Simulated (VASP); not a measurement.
Input of a VASP 6.6.1 run:

INCAR

```
SYSTEM = Sr3Ru
PREC = Accurate ; ENCUT = 520
EDIFF = 1E-6 ; ISMEAR = 0
SIGMA = 0.1 ; LREAL = .False.
LASPH = .True. ; NELM = 60
ALGO = Fast ; ISIF = 2
LWAVE = .False. ; LCHARG = .False.
GGA = PE ; NBANDS = 30
```

File KPOINTS:

```
regular mesh
0
Gamma
  10 10 10
  0 0 0
```

POSCAR

```
Sr3Ru
1.0
    5.0724839344      0.0000000000      0.0000000000
    0.0000000000      5.0724839344      0.0000000000
    0.0000000000      0.0000000000      5.0724839344
Sr Ru
3 1
Direct
    0.0000000000      0.5000000000      0.5000000000
    0.5000000000      0.0000000000      0.5000000000
    0.5000000000      0.5000000000      0.0000000000
    0.0000000000      0.0000000000      0.0000000000
```

Potentials or basis: VASP PAW PBE potentials, release 64 (Sr_sv, Ru_pv).

Command:

```sh
$ cat potpaw_PBE.64/Sr_sv/POTCAR potpaw_PBE.64/Ru_pv/POTCAR > POTCAR
$ mpirun -np 1 vasp_std > vasp.out
```

(1) What does it give for the band gap on the k mesh?

(2) Predict the pressure.

Answers

(1) zero (bands 22 and 23 overlap by 1.06 eV).

(2) 0.1 GPa.
